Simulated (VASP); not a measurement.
# CaLu2Pd3C3 (P-62m) in VASP: relaxation of cell and atoms with PBE

Aim: the relaxation of cell and atoms of CaLu2Pd3C3 with PBE.

Everything below comes from runs of VASP 6.6.1. Logs are shortened: lines on timing, memory, paths and dates and some standing lists are left out, and cuts for length are marked.

## Step 1: The cell of the first run

It takes space group P-62m (No. 189, hexagonal). The conventional cell has a = 4.578 Å, b = 4.578 Å, c = 8.655 Å, α = 90.00°, β = 90.00°, γ = 120.00°. Within 3.0 Å of Ca (site symmetry -62m) lie 2 Lu at 2.31 Å and 6 Pd at 2.64 Å. Lu (site symmetry 3m) has 1 Pd at 2.02 Å and 1 Ca at 2.31 Å and 3 C at 2.42 Å within 2.7 Å. Within 3.6 Å of Pd (site symmetry -6) lie 3 Ca at 2.64 Å and 3 Pd at 2.64 Å and 6 Lu at 3.51 Å. Pd (site symmetry -62m) has 3 C at 1.33 Å within 1.8 Å. C (site symmetry m2m) has 1 Pd at 1.33 Å within 1.8 Å.

The cell was generated, and may not be a known phase.

## Step 2: Relaxation of cell and atoms, PBE

INCAR reads:

```
SYSTEM = CaLu2Pd3C3
PREC = Accurate
ENCUT = 700
EDIFF = 1E-7
ISMEAR = 0
SIGMA = 0.2
LREAL = .FALSE.
LASPH = .TRUE.
NELM = 120
ALGO = Normal
ISIF = 3
LWAVE = .FALSE.
LCHARG = .FALSE.
GGA = PE
IBRION = 2
NSW = 36
EDIFFG = -0.08
GGA_COMPAT = .FALSE.
NELMIN = 4
```

KPOINTS reads:

```
Automatic mesh
0
G
  4 4 2
  0 0 0
```

POSCAR reads:

```
CaLu2Pd3C3
1.0
    4.5784844600      0.0000000000      0.0000000000
   -2.2892422300      3.9650838600      0.0000000000
    0.0000000000      0.0000000000      8.6548789000
Ca Lu Pd C
1 2 3 3
Direct
    0.0000000000      0.0000000000      0.0000000000
    0.0000000000      0.0000000000      0.7334820900
    0.0000000000      0.0000000000      0.2665179100
    0.3333333300      0.6666666700      0.0000000000
    0.6666666700      0.3333333300      0.0000000000
    0.0000000000      0.0000000000      0.5000000000
    0.2895078100      0.0000000000      0.5000000000
    0.0000000000      0.2895078100      0.5000000000
    0.7104921900      0.7104921900      0.5000000000
```

Potentials or basis: VASP PAW PBE potentials, release 64 (Ca_sv, Lu, Pd_sv_GW, C).

Started as:

```console
cat potpaw_PBE.64/Ca_sv/POTCAR potpaw_PBE.64/Lu/POTCAR potpaw_PBE.64/Pd_sv_GW/POTCAR potpaw_PBE.64/C/POTCAR > POTCAR
mpirun -np 1 vasp_std > vasp.out
```

OUTCAR:

```text
SYSTEM = CaLu2Pd3C3
   PREC = Accurate
   ENCUT = 700
   EDIFF = 1E-7
   ISMEAR = 0
   LREAL = .FALSE.
   LASPH = .TRUE.
   NELM = 120
   ISIF = 3
   GGA = PE
   IBRION = 2
   NSW = 36
   EDIFFG = -0.08
   NELMIN = 4

 ion  position               nearest neighbor table
   1  0.000  0.000  0.000-   2 2.31   3 2.31   4 2.64   5 2.64   5 2.64   4 2.64   5 2.64   4 2.64

   2  0.000  0.000  0.733-   6 2.02   1 2.31   7 2.42   8 2.42   9 2.42
   3  0.000  0.000  0.267-   6 2.02   1 2.31   7 2.42   8 2.42   9 2.42
   4  0.333  0.667  0.000-   1 2.64   5 2.64   5 2.64   1 2.64   1 2.64   5 2.64
   5  0.667  0.333  0.000-   1 2.64   4 2.64   4 2.64   1 2.64   1 2.64   4 2.64
   6  0.000  0.000  0.500-   7 1.33   8 1.33   9 1.33   3 2.02   2 2.02
   7  0.290  0.000  0.500-   6 1.33   3 2.42   2 2.42
   8  0.000  0.290  0.500-   6 1.33   3 2.42   2 2.42
   9  0.710  0.710  0.500-   6 1.33   3 2.42   2 2.42

  LATTYP: Found a hexagonal cell.
 ALAT       =     4.5784844600
 C/A-ratio  =     1.8903370702

  Lattice vectors:

 A1 = (   4.5784844600,   0.0000000000,   0.0000000000)
 A2 = (  -2.2892422300,   3.9650838600,   0.0000000000)
 A3 = (   0.0000000000,   0.0000000000,   8.6548789000)

Analysis of symmetry for initial positions (statically):
=====================================================================
 Subroutine PRICEL returns:
 Original cell was already a primitive cell.

 Routine SETGRP: Setting up the symmetry group for a
 hexagonal supercell.

 Subroutine GETGRP returns: Found 12 space group operations
 (whereof 12 operations were pure point group operations)
 out of a pool of 24 trial point group operations.

The static configuration has the point symmetry D_3h.

Analysis of symmetry for dynamics (positions and initial velocities):
=====================================================================
 Subroutine PRICEL returns:
 Original cell was already a primitive cell.

 Routine SETGRP: Setting up the symmetry group for a
 hexagonal supercell.

 Subroutine GETGRP returns: Found 12 space group operations
 (whereof 12 operations were pure point group operations)
 out of a pool of 24 trial point group operations.

The dynamic configuration has the point symmetry D_3h.

 Subroutine INISYM returns: Found 12 space group operations
 (whereof 12 operations are pure point group operations),
 and found     1 'primitive' translations

----------------------------------------------------------------------------------------

                                     Primitive cell

  volume of cell :     157.1213

  direct lattice vectors                    reciprocal lattice vectors
     4.578484460  0.000000000  0.000000000     0.218412885  0.126100738  0.000000000
    -2.289242230  3.965083860  0.000000000     0.000000000  0.252201476  0.000000000
     0.000000000  0.000000000  8.654878900     0.000000000  0.000000000  0.115541767

  length of vectors
     4.578484460  4.578484466  8.654878900     0.252201476  0.252201476  0.115541767

  position of ions in fractional coordinates (direct lattice)
     0.000000000  0.000000000  0.000000000
     0.000000000  0.000000000  0.733482090
     0.000000000  0.000000000  0.266517910
     0.333333330  0.666666670  0.000000000
     0.666666670  0.333333330  0.000000000
     0.000000000  0.000000000  0.500000000
     0.289507810  0.000000000  0.500000000
     0.000000000  0.289507810  0.500000000
     0.710492190  0.710492190  0.500000000

  ion indices of the primitive-cell ions
   primitive index   ion index
                 1           1
                 2           2
                 3           3
                 4           4
                 5           5
                 6           6
                 7           7
                 8           8
                 9           9

----------------------------------------------------------------------------------------

 KPOINTS: Automatic mesh

Automatic generation of k-mesh.
 Grid dimensions read from file:
 generate k-points for:    4    4    2

 Generating k-lattice:

  Cartesian coordinates                     Fractional coordinates (reciprocal lattice)
     0.054603221  0.031525184  0.000000000     0.250000000  0.000000000  0.000000000
     0.000000000  0.063050369  0.000000000     0.000000000  0.250000000  0.000000000
     0.000000000  0.000000000  0.057770883     0.000000000  0.000000000  0.500000000

  Length of vectors
     0.063050369  0.063050369  0.057770883

  Shift w.r.t. Gamma in fractional coordinates (k-lattice)
     0.000000000  0.000000000  0.000000000

 Subroutine IBZKPT returns following result:
 ===========================================

 Found      8 irreducible k-points:

 Following reciprocal coordinates:
            Coordinates               Weight
  0.000000  0.000000  0.000000      1.000000
  0.250000  0.000000  0.000000      6.000000
  0.500000  0.000000  0.000000      3.000000
  0.250000  0.250000  0.000000      6.000000
  0.000000  0.000000  0.500000      1.000000
  0.250000  0.000000  0.500000      6.000000
  0.500000  0.000000  0.500000      3.000000
  0.250000  0.250000  0.500000      6.000000
   k-points           NKPTS =      8   k-points in BZ     NKDIM =      8   number of bands    NBANDS=     75
   number of dos      NEDOS =    301   number of ions     NIONS =      9
   total plane-waves  NPLWV = 128000
   dimension x,y,z NGX =    40 NGY =   40 NGZ =   80
   dimension x,y,z NGXF=    80 NGYF=   80 NGZF=  160
   ions per type =               1   2   3   3
   NGX,Y,Z   is equivalent  to a cutoff of  14.52, 14.52, 15.37 a.u.
   NGXF,Y,Z  is equivalent  to a cutoff of  29.05, 29.05, 30.73 a.u.
 SYSTEM =  CaLu2Pd3C3
   PREC   = accura    normal or accurate (medium, high low for compatibility)
   ISTART =      0    job   : 0-new  1-cont  2-samecut
   ICHARG =      2    charge: 1-file 2-atom 10-const
   ISPIN  =      1    spin polarized calculation?
   LNONCOLLINEAR =      F non collinear calculations
   LSORBIT =      F    spin-orbit coupling
   LASPH  =      T    aspherical Exc in radial PAW
   ENCUT  =  700.0 eV  51.45 Ry    7.17 a.u.   9.88  9.88 18.67*2*pi/ulx,y,z
   NELM   =    120;   NELMIN=  4; NELMDL= -5     # of ELM steps
   EDIFF  = 0.1E-06   stopping-criterion for ELM
   LREAL  =      F    real-space projection
   EDIFFG = -.8E-01   stopping-criterion for IOM
   NSW    =     36    number of steps for IOM
   IBRION =      2    ionic relax: 0-MD 1-quasi-New 2-CG
   NFREE  =      1    steps in history (QN), initial steepest desc. (CG)
   ISIF   =      3    stress and relaxation
   ISYM   =      2    0-nonsym 1-usesym 2-fastsym
   POTIM  = 0.5000    time-step for ionic-motion
   TEBEG  =    0.0;   TEEND  =   0.0 temperature during run
   PSTRESS=    0.0 pullay stress
   NELECT =     126.0000    total number of electrons
   NUPDOWN=      -1.0000    fix difference up-down
   EMIN   =  10.00;   EMAX   =-10.00  energy-range for DOS
   EFERMI =   0.00;   METHOD = LEGACY
   ISMEAR =     0;   SIGMA  =   0.20  broadening in eV -4-tet -1-fermi 0-gaus
   EFERMI_NEDOS =   21; number of points for ismear=-14 and -15
   IALGO  =     38    algorithm
   IMIX   =      4    mixing-type and parameters
     AMIX     =   0.40;   BMIX     =  1.00
     AMIX_MAG =   1.60;   BMIX_MAG =  1.00
  volume/ion in A,a.u.               =      17.46       117.81
  Fermi-wavevector in a.u.,A,eV,Ry     =   1.520968  2.874212 31.474936  2.313343
  Thomas-Fermi vector in A             =   2.629746
   LORBIT       =      0    0 simple, 1 ext, 2 COOP (PROOUT), +10 PAW based schemes
   GGA     = PE    functional components
   LHFCALC =     F    Hartree Fock is set to
   AEXX    =    0.0000 exact exchange contribution
   IVDW    =     0    specifies the selected vdW correction
   LEPSILON=     F    determine dielectric tensor
   LRPA    =     F    only Hartree local field effects (RPA)
 conjugate gradient relaxation of ions
 non-spin polarized calculation
 Gauss-broadening in eV      SIGMA  =   0.20
  energy-cutoff  :      700.00
  volume of cell :      157.12
 maximum number of plane-waves:      6636
 NGX is ok and might be reduce to    40
   NGX = 19   NGY = 19   NGZ = 37

--------------------------------------- Ionic step        1  -------------------------------------------

 number of electron     126.0000012 magnetization

 Free energy of the ion-electron system (eV)
  ---------------------------------------------------
  ext. energy  EPLUGINS =         0.00000000
  ---------------------------------------------------
  free energy    TOTEN  =         9.02746800 eV

  energy without entropy =        9.14984614  energy(sigma->0) =        9.08865707

 E-fermi :   4.6089     XC(G=0): -10.8171

 val. band max:        4.6055162900   @ k =   0.0000   0.0000   0.5000
 cond. band min:       4.7176815972   @ k =   0.2500   0.2500   0.0000
 fundamental gap:      0.1121653072
 Fermi energy:         4.6089201263

 k-point     1 :       0.0000    0.0000    0.0000
  band No.  band energies     occupation
      1     -89.6645      2.00000
      2     -79.6425      2.00000
      3     -79.5946      2.00000
      4     -56.5888      2.00000
      5     -56.5888      2.00000
      6     -55.5901      2.00000
[... 655 lines left out ...]
--------------------------------------- Ionic step        2  -------------------------------------------

 number of electron     125.9999990 magnetization

 E-fermi :  -1.0994     XC(G=0):  -4.9278

 val. band max:       -1.1059368560   @ k =   0.5000   0.0000   0.0000
 cond. band min:      -1.0866202176   @ k =   0.5000   0.0000   0.0000
 fundamental gap:      0.0193166384
 Fermi energy:        -1.0993979829

 k-point     1 :       0.0000    0.0000    0.0000
  band No.  band energies     occupation
      1    -110.6882      2.00000
      2     -83.7670      2.00000
      3     -83.7670      2.00000
      4     -79.3989      2.00000
      5     -79.3989      2.00000
      6     -71.3498      2.00000
[... 692 lines left out ...]
  FREE ENERGIE OF THE ION-ELECTRON SYSTEM (eV)
  ---------------------------------------------------
  free  energy   TOTEN  =       -27.4116292591 eV

  energy  without entropy=      -27.2321948022  energy(sigma->0) =      -27.32191203

 E-fermi :   3.4250     XC(G=0): -10.0294

 val. band max:        3.3812263325   @ k =   0.5000   0.0000   0.5000
 cond. band min:       3.4361838780   @ k =   0.0000   0.0000   0.5000
 fundamental gap:      0.0549575455
 Fermi energy:         3.4249836513

 k-point     1 :       0.0000    0.0000    0.0000
  band No.  band energies     occupation
      1     -82.1561      2.00000
      2     -80.7912      2.00000
      3     -80.7322      2.00000
      4     -54.6786      2.00000
      5     -54.6773      2.00000
      6     -48.0754      2.00000
[... 613 lines left out ...]
     74       5.9082      0.00000
     75       6.1007      0.00000

[... ionic steps 4 to 13 ...]

--------------------------------------- Ionic step       14  -------------------------------------------

 number of electron     125.9999999 magnetization

------------------------ aborting loop because EDIFF is reached ----------------------------------------
[... 81 lines left out ...]
--------------------------------------- Ionic step       16  -------------------------------------------

 number of electron     126.0000011 magnetization

 Free energy of the ion-electron system (eV)
  ---------------------------------------------------
  ext. energy  EPLUGINS =         0.00000000
  ---------------------------------------------------
  free energy    TOTEN  =       -34.44926314 eV

  energy without entropy =      -34.32785757  energy(sigma->0) =      -34.38856035

 E-fermi :   3.2898     XC(G=0):  -9.9101

 val. band max:        3.2708793001   @ k =   0.2500   0.2500   0.0000
 cond. band min:       3.3742184021   @ k =   0.0000   0.0000   0.5000
 fundamental gap:      0.1033391020
 Fermi energy:         3.2898186893

 k-point     1 :       0.0000    0.0000    0.0000
  band No.  band energies     occupation
      1     -82.4157      2.00000
      2     -80.8841      2.00000
      3     -80.8290      2.00000
      4     -54.8387      2.00000
      5     -54.8353      2.00000
      6     -48.4410      2.00000
[... 649 lines left out ...]
  FREE ENERGIE OF THE ION-ELECTRON SYSTEM (eV)
  ---------------------------------------------------
  free  energy   TOTEN  =       -34.4492631378 eV

  energy  without entropy=      -34.3278575660  energy(sigma->0) =      -34.38856035

 reached required accuracy - stopping structural energy minimisation
```

Wall time 42 min (1 thread of Intel Xeon 6975P-C (Granite Rapids), shared host); peak memory 0.51 GiB.

Results:

```yaml
Free_energy: -34.4493 eV
Relaxed_volume: 22.20 Å³/atom
Relaxed_cell: a = 4.533 Å, b = 4.533 Å, c = 11.229 Å, α = 90.00°, β = 90.00°, γ = 120.00°
Space_group_after_relaxing_to_0.1_Å: P6/mmm (No. 191)
Pressure_after_relaxing: 0.2 GPa
Largest_force_after_relaxing: 0.057 eV/Å
Band_gap_on_the_k_mesh: zero (bands 63 and 64 overlap by 0.34 eV)
```

Forces in eV/Å, atoms in the order of the input:
```
Ca   0.000  0.000  0.000
Lu   0.000  0.000 -0.053
Lu   0.000  0.000  0.053
Pd   0.000  0.000  0.000
Pd   0.000  0.000  0.000
Pd   0.000  0.000  0.000
C   -0.057  0.000  0.000
C    0.028 -0.049  0.000
C    0.028  0.049  0.000
```

Stress tensor (GPa, compression positive):
```
 0.42  0.00  0.00
 0.00  0.42  0.00
 0.00  0.00 -0.13
```

Final structure:
```yaml
crystal:
  lattice:
    - [4.53264, 0.00000, 0.00000]
    - [-2.26632, 3.92538, 0.00000]
    - [0.00000, 0.00000, 11.22852]
  atoms:
    - { symbol: Ca, position: [0.00000, 0.00000, 0.00000] }
    - { symbol: Lu, position: [0.00000, 0.00000, 0.72381] }
    - { symbol: Lu, position: [0.00000, 0.00000, 0.27619] }
    - { symbol: Pd, position: [0.33333, 0.66667, 0.00000] }
    - { symbol: Pd, position: [0.66667, 0.33333, 0.00000] }
    - { symbol: Pd, position: [0.00000, 0.00000, 0.50000] }
    - { symbol: C, position: [0.50326, 0.00000, 0.50000] }
    - { symbol: C, position: [0.00000, 0.50326, 0.50000] }
    - { symbol: C, position: [0.49674, 0.49674, 0.50000] }
```

Caveat: the k points lie up to 0.40 Å⁻¹ apart in the final cell; the volume moved by over 15 % at a fixed basis, so the end points are rough; spin-orbit coupling is left out, which moves the levels of the heavy elements; the relaxation stopped at a loose force limit of 0.08 eV/Å, so its end isn't a converged minimum.

The gap in the log of VASP goes by the Fermi energy; the results here count the filled bands.